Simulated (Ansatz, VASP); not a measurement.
# KCl in VASP and in Ansatz

```
CELL_PARAMETERS angstrom
0.00000 3.21800 3.21800
3.21800 0.00000 3.21800
3.21800 3.21800 0.00000
ATOMIC_POSITIONS crystal
K 0.00000 0.00000 0.00000
Cl 0.50000 0.50000 0.50000
```

Change from the starting cell: volume scaled by 1.06, crystal datasets.

Alike in both runs: task electric field gradients; functional LDA; k mesh 7 × 7 × 7; occupations fermi-dirac, width 0.03 eV; no spin polarisation.

|  | VASP | Ansatz |
| --- | --- | --- |
| version | VASP 6.6.1 | Ansatz 0.2.0 |
| potentials or method | VASP PAW LDA potentials, release 64 (K_sv, Cl), cutoff 520 eV | all-electron PAW with datasets made for the crystal, scalar-relativistic |

|  | VASP | Ansatz | Ansatz less VASP |
| --- | --- | --- | --- |
| gap on the k mesh at the Fermi level (eV) | 4.54 | 4.53 | -0.004 |
| pressure (GPa) | -2.7 | -2.7 | -0.02 |

LDA's correlation is that of Perdew and Zunger in VASP and of Perdew and Wang (1992) in Ansatz. Ansatz ran all-electron here, and VASP with PAW potentials.
